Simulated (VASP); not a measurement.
# Si (P6_3/mmc) in VASP: further runs, part 2 of 2

VASP 6.6.1.

### 3 Single point, PBEsol

This run uses another cell than the first one, of 13.99 Å³/atom.

INCAR

```
SYSTEM = Si
PREC = Accurate ; ENCUT = 520
EDIFF = 1E-6 ; ISMEAR = -1
SIGMA = 0.1 ; LREAL = .False.
LASPH = .True. ; NELM = 100
ALGO = Normal ; ISIF = 2
LWAVE = .False. ; LCHARG = .False.
GGA = PS ; NBANDS = 11
```

KPOINTS

```
Automatic mesh
0
Gamma
  22 22 12
  0 0 0
```

POSCAR

```
Si
1.0
    2.6777623518      0.0000000000      0.0000000000
   -1.3388811759      2.3190102220      0.0000000000
    0.0000000000      0.0000000000      4.5057119693
Si
2
Direct
    0.3333333333      0.6666666667      0.2500000000
    0.6666666667      0.3333333333      0.7500000000
```

Potentials or basis: VASP PAW PBE potentials, release 64 (Si).

Command:

```sh
$ cat potpaw_PBE.64/Si/POTCAR > POTCAR
$ mpirun -np 1 vasp_std > vasp.out
```

OUTCAR:

```text
SYSTEM = Si
   PREC = Accurate
   ENCUT = 520
   EDIFF = 1E-6
   ISMEAR = -1
   LREAL = .False.
   LASPH = .True.
   NELM = 100
   ISIF = 2
   GGA = PS

 ion  position               nearest neighbor table
   1  0.333  0.667  0.250-   2 2.73   2 2.73   2 2.73   2 2.73   2 2.73   2 2.73
   2  0.667  0.333  0.750-   1 2.73   1 2.73   1 2.73   1 2.73   1 2.73   1 2.73

  LATTYP: Found a hexagonal cell.
 ALAT       =     2.6777623518
 C/A-ratio  =     1.6826407191

  Lattice vectors:

 A1 = (   2.6777623518,   0.0000000000,   0.0000000000)
 A2 = (  -1.3388811759,   2.3190102220,   0.0000000000)
 A3 = (   0.0000000000,   0.0000000000,   4.5057119693)

Analysis of symmetry for initial positions (statically):
=====================================================================
 Subroutine PRICEL returns:
 Original cell was already a primitive cell.

 Routine SETGRP: Setting up the symmetry group for a
 hexagonal supercell.

 Subroutine GETGRP returns: Found 24 space group operations
 (whereof 12 operations were pure point group operations)
 out of a pool of 24 trial point group operations.

The static configuration has the point symmetry D_3d.
 The point group associated with its full space group is D_6h.

Analysis of symmetry for dynamics (positions and initial velocities):
=====================================================================
 Subroutine PRICEL returns:
 Original cell was already a primitive cell.

 Routine SETGRP: Setting up the symmetry group for a
 hexagonal supercell.

 Subroutine GETGRP returns: Found 24 space group operations
 (whereof 12 operations were pure point group operations)
 out of a pool of 24 trial point group operations.

The dynamic configuration has the point symmetry D_3d.
 The point group associated with its full space group is D_6h.

 Subroutine INISYM returns: Found 24 space group operations
 (whereof 12 operations are pure point group operations),
 and found     1 'primitive' translations

----------------------------------------------------------------------------------------

                                     Primitive cell

  volume of cell :      27.9794

  direct lattice vectors                    reciprocal lattice vectors
     2.677762352  0.000000000  0.000000000     0.373446135  0.215609226  0.000000000
    -1.338881176  2.319010222  0.000000000     0.000000000  0.431218453  0.000000000
     0.000000000  0.000000000  4.505711969     0.000000000  0.000000000  0.221940507

  length of vectors
     2.677762352  2.677762352  4.505711969     0.431218453  0.431218453  0.221940507

  position of ions in fractional coordinates (direct lattice)
     0.333333333  0.666666667  0.250000000
     0.666666667  0.333333333  0.750000000

  ion indices of the primitive-cell ions
   primitive index   ion index
                 1           1
                 2           2

----------------------------------------------------------------------------------------

 KPOINTS: Automatic mesh

Automatic generation of k-mesh.
 Grid dimensions read from file:
 generate k-points for:   22   22   12

 Generating k-lattice:

[... 23 lines left out ...]
  0.227273  0.000000  0.000000      6.000000
[... 16 lines left out ...]
  0.090909  0.090909  0.000000      6.000000
  0.136364  0.090909  0.000000     12.000000
 [... further k-points ...]
   k-points           NKPTS =    364   k-points in BZ     NKDIM =    364   number of bands    NBANDS=     11
   number of dos      NEDOS =    301   number of ions     NIONS =      2
   total plane-waves  NPLWV =  14400
   dimension x,y,z NGX =    20 NGY =   20 NGZ =   36
   dimension x,y,z NGXF=    40 NGYF=   40 NGZF=   72
   ions per type =               2
   NGX,Y,Z   is equivalent  to a cutoff of  12.42, 12.42, 13.28 a.u.
   NGXF,Y,Z  is equivalent  to a cutoff of  24.83, 24.83, 26.57 a.u.
 SYSTEM =  Si
   PREC   = accura    normal or accurate (medium, high low for compatibility)
   ISTART =      0    job   : 0-new  1-cont  2-samecut
   ICHARG =      2    charge: 1-file 2-atom 10-const
   ISPIN  =      1    spin polarized calculation?
   LNONCOLLINEAR =      F non collinear calculations
   LSORBIT =      F    spin-orbit coupling
   LASPH  =      T    aspherical Exc in radial PAW
   ENCUT  =  520.0 eV  38.22 Ry    6.18 a.u.   4.98  4.98  8.38*2*pi/ulx,y,z
   NELM   =    100;   NELMIN=  2; NELMDL= -5     # of ELM steps
   EDIFF  = 0.1E-05   stopping-criterion for ELM
   LREAL  =      F    real-space projection
   EDIFFG = 0.1E-04   stopping-criterion for IOM
   NSW    =      0    number of steps for IOM
   IBRION =     -1    ionic relax: 0-MD 1-quasi-New 2-CG
   NFREE  =      0    steps in history (QN), initial steepest desc. (CG)
   ISIF   =      2    stress and relaxation
   ISYM   =      2    0-nonsym 1-usesym 2-fastsym
   POTIM  = 0.5000    time-step for ionic-motion
   TEBEG  =    0.0;   TEEND  =   0.0 temperature during run
   PSTRESS=    0.0 pullay stress
   NELECT =       8.0000    total number of electrons
   NUPDOWN=      -1.0000    fix difference up-down
   EMIN   =  10.00;   EMAX   =-10.00  energy-range for DOS
   EFERMI =   0.00;   METHOD = LEGACY
   ISMEAR =    -1;   SIGMA  =   0.10  broadening in eV -4-tet -1-fermi 0-gaus
   EFERMI_NEDOS =   21; number of points for ismear=-14 and -15
   IALGO  =     38    algorithm
   IMIX   =      4    mixing-type and parameters
     AMIX     =   0.40;   BMIX     =  1.00
     AMIX_MAG =   1.60;   BMIX_MAG =  1.00
  volume/ion in A,a.u.               =      13.99        94.41
  Fermi-wavevector in a.u.,A,eV,Ry     =   1.078513  2.038094 15.826170  1.163191
  Thomas-Fermi vector in A             =   2.214454
   LORBIT       =      0    0 simple, 1 ext, 2 COOP (PROOUT), +10 PAW based schemes
   GGA     = PS    functional components
   LHFCALC =     F    Hartree Fock is set to
   AEXX    =    0.0000 exact exchange contribution
   IVDW    =     0    specifies the selected vdW correction
   LEPSILON=     F    determine dielectric tensor
   LRPA    =     F    only Hartree local field effects (RPA)
 non-spin polarized calculation
  energy-cutoff  :      520.00
  volume of cell :       27.98
 maximum number of plane-waves:       773
 NGX is ok and might be reduce to    20
   NGX =  9   NGY =  9   NGZ = 17

 number of electron       8.0000001 magnetization

 Free energy of the ion-electron system (eV)
  ---------------------------------------------------
  ext. energy  EPLUGINS =         0.00000000
  ---------------------------------------------------
  free energy    TOTEN  =       -10.75784666 eV

  energy without entropy =      -10.73101928  energy(sigma->0) =      -10.74443297

 E-fermi :  10.5770     XC(G=0): -11.3816

 val. band max:       10.5762466191   @ k =   0.2273   0.0455   0.0833
 cond. band min:      10.5860383891   @ k =   0.2273   0.1364   0.3333
 fundamental gap:      0.0097917700
 Fermi energy:        10.5769566108

 k-point     1 :       0.0000    0.0000    0.0000
  band No.  band energies     occupation
      1      -4.1996      2.00000
      2       2.4415      2.00000
      3       3.2599      2.00000
      4      19.4689      0.00000
      5      19.4689      0.00000
      6      20.7703      0.00000
      7      20.7703      0.00000
      8      21.4809      0.00000
      9      21.6965      0.00000
     10      23.8841      0.00000
     11      24.6761      0.00000
[... 309 lines left out ...]
 k-point    24 :       0.1364    0.0909    0.0000
  band No.  band energies     occupation
      1      -3.1412      2.00000
      2       3.4829      2.00000
      3       4.2603      2.00000
      4      13.2375      0.00000
      5      14.4071      0.00000
      6      18.9683      0.00000
      7      19.5352      0.00000
      8      19.8551      0.00000
      9      21.2111      0.00000
     10      22.3458      0.00000
     11      23.2735      0.00000

 [... further k-points ...]

------------------------ aborting loop because EDIFF is reached ----------------------------------------

  FORCE on cell =-STRESS in cart. coord.  units (eV):
  Direction    XX          YY          ZZ          XY          YZ          ZX
  --------------------------------------------------------------------------------------
  -------------------------------------------------------------------------------------
  Total       -0.1045729     -0.1045729      0.1742829     -0.0000000      0.0000000      0.0000000
  in kB       -5.9881345     -5.9881345      9.9799238     -0.0000000      0.0000000      0.0000000
  external PRESSURE =      -0.6654484 kB  Pullay stress =       0.0000000 kB

 VOLUME and BASIS-vectors are now :
 -----------------------------------------------------------------------------
  energy-cutoff  :      520.00
  volume of cell :       27.98
      direct lattice vectors                 reciprocal lattice vectors
     2.677762352  0.000000000  0.000000000     0.373446135  0.215609226  0.000000000
    -1.338881176  2.319010222  0.000000000     0.000000000  0.431218453  0.000000000
     0.000000000  0.000000000  4.505711969     0.000000000  0.000000000  0.221940507

 POSITION                                       TOTAL-FORCE (eV/Angst)
 -----------------------------------------------------------------------------------
     -0.00000      1.54601      1.12643         0.000000     -0.000000      0.000000
      1.33888      0.77300      3.37928        -0.000000      0.000000      0.000000
 -----------------------------------------------------------------------------------
    total drift:                                0.000000     -0.000000      0.000000

  FREE ENERGIE OF THE ION-ELECTRON SYSTEM (eV)
  ---------------------------------------------------
  free  energy   TOTEN  =       -10.7578466627 eV

  energy  without entropy=      -10.7310192774  energy(sigma->0) =      -10.74443297
```

OSZICAR:

```text
N       E                     dE             d eps       ncg     rms          rms(c)
DAV:   1     0.479076610861E+01    0.47908E+01   -0.35022E+03  8008   0.616E+02
DAV:   2    -0.104071614542E+02   -0.15198E+02   -0.14525E+02 10495   0.850E+01
DAV:   3    -0.108089420259E+02   -0.40178E+00   -0.39791E+00 10461   0.112E+01
DAV:   4    -0.108102319479E+02   -0.12899E-02   -0.12897E-02  9707   0.811E-01
DAV:   5    -0.108102366271E+02   -0.46792E-05   -0.46785E-05 10154   0.442E-02    0.416E+00
DAV:   6    -0.107765045970E+02    0.33732E-01   -0.96519E-03  9086   0.450E-01    0.229E+00
DAV:   7    -0.107579838193E+02    0.18521E-01   -0.17648E-02  8841   0.606E-01    0.147E-01
DAV:   8    -0.107578468339E+02    0.13699E-03   -0.19278E-04 11447   0.936E-02    0.225E-02
DAV:   9    -0.107578466627E+02    0.17125E-06   -0.19063E-06  9356   0.815E-03
   1 F= -.10757847E+02 E0= -.10744433E+02  d E =-.268274E-01
```

stdout:

```text
POSCAR found type information on POSCAR Si
 POSCAR found :  1 types and       2 ions
 scaLAPACK will be used
 -----------------------------------------------------------------------------
|                                                                             |
|                                                                             |
|     You enforced a specific xc type in the INCAR file but a different       |
|     I HOPE YOU KNOW WHAT YOU ARE DOING!                                     |
|                                                                             |
 -----------------------------------------------------------------------------

 LDA part: xc-table for (Slater+PW92), standard interpolation
 POSCAR, INCAR and KPOINTS ok, starting setup
 FFT: planning ... GRIDC
 FFT: planning ... GRID_SOFT
 FFT: planning ... GRID
 WAVECAR not read
 entering main loop
```

Wall time 72 s (1 thread of Intel Xeon 8259CL, shared host); peak memory 0.21 GiB.

Results:

| Quantity | Value |
| --- | --- |
| Free energy | -10.7578 eV |
| Pressure | -0.1 GPa |
| Band gap on the k mesh | zero (bands 4 and 5 overlap by 12.40 eV) |

Stress tensor (GPa, compression positive):
```
-0.60  0.00  0.00
 0.00 -0.60  0.00
 0.00  0.00  1.00
```

Caveat: the PAW data sets were made with another functional, which shifts forces and pressure a little.
